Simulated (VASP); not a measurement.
Ni, 1 atom in the cell. The structure is cubic, space group Im-3m (No. 229). The conventional cell has a = 2.830 Å, b = 2.830 Å, c = 2.830 Å, α = 90.00°, β = 90.00°, γ = 90.00°. Within 3.2 Å of Ni (site symmetry m-3m) lie 14 Ni at 2.45 to 2.83 Å. This isn't the form of Ni at room conditions, which is fcc.

```yaml
Program: VASP 6.6.1
Task: single point
Functional: PBE
Potentials_or_basis: VASP PAW PBE potentials, release 64 (Ni)
Cutoff: 520 eV
k_mesh: 55 × 55 × 55
Occupations: fermi-dirac, width 0.0612256 eV
Spin: no spin polarisation
Dipole_correction: no
Further_INCAR_settings: ALGO = Normal; EDIFF = 1e-06; NBANDS = 11
```

Potentials or basis: VASP PAW PBE potentials, release 64 (Ni).

The run is started by

```console
$ cat potpaw_PBE.64/Ni/POTCAR > POTCAR
$ mpirun -np 1 vasp_std > vasp.out
```

Hardware: 1 thread of Intel(R) Xeon(R) Platinum 8259CL CPU @ 2.50GHz (Skylake/Cascade Lake), on a shared host.

Estimate the wall time of this run.

It took 4.7 min on 1 thread of Intel(R) Xeon(R) Platinum 8259CL CPU @ 2.50GHz (Skylake/Cascade Lake), with other jobs on the host, peak memory 0.59 GiB. Counts: scf iterations 12, k points 4060.
